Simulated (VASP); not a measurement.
Here is a VASP 6.6.1 calculation.

File INCAR:

```
PREC = Accurate
ENCUT = 500
EDIFF = 1E-6
ISMEAR = -1
SIGMA = 0.05
LREAL = False
LASPH = True
NELM = 120
ALGO = Normal
ISIF = 2
LWAVE = False
LCHARG = True
GGA = PS
LELF = True
LVHAR = True
NBANDS = 12
GGA_COMPAT = False
```

Contents of KPOINTS:

```
Automatic mesh
0
Gamma
  10 10 10
```

POSCAR

```
Sb
1.0
    2.1613133864      1.2478348654      3.6901310136
   -2.1613133864      1.2478348654      3.6901310136
    0.0000000000     -2.4956697308      3.6901310136
Sb
2
Direct
    0.2355353612      0.2355353612      0.2355353612
    0.7644646388      0.7644646388      0.7644646388
```

Potentials or basis: VASP PAW PBE potentials, release 64 (Sb).

Run with:

```sh
$ cat potpaw_PBE.64/Sb/POTCAR > POTCAR
$ mpirun -np 1 vasp_std > vasp.out
```

Q: Predict the pressure.

A: 0.2 GPa.

Q: Estimate the band gap on the k mesh.

A: Zero (bands 5 and 6 overlap by 0.12 eV).

Q: What does it give for the largest force?

A: 0.049 eV/Å.

Forces on the atoms (eV/Å):
```
Sb   0.000  0.000  0.049
Sb   0.000  0.000 -0.049
```

Caveat: the PAW data sets were made with another functional, which shifts forces and pressure a little; spin-orbit coupling is left out, which moves the levels of the heavy elements.
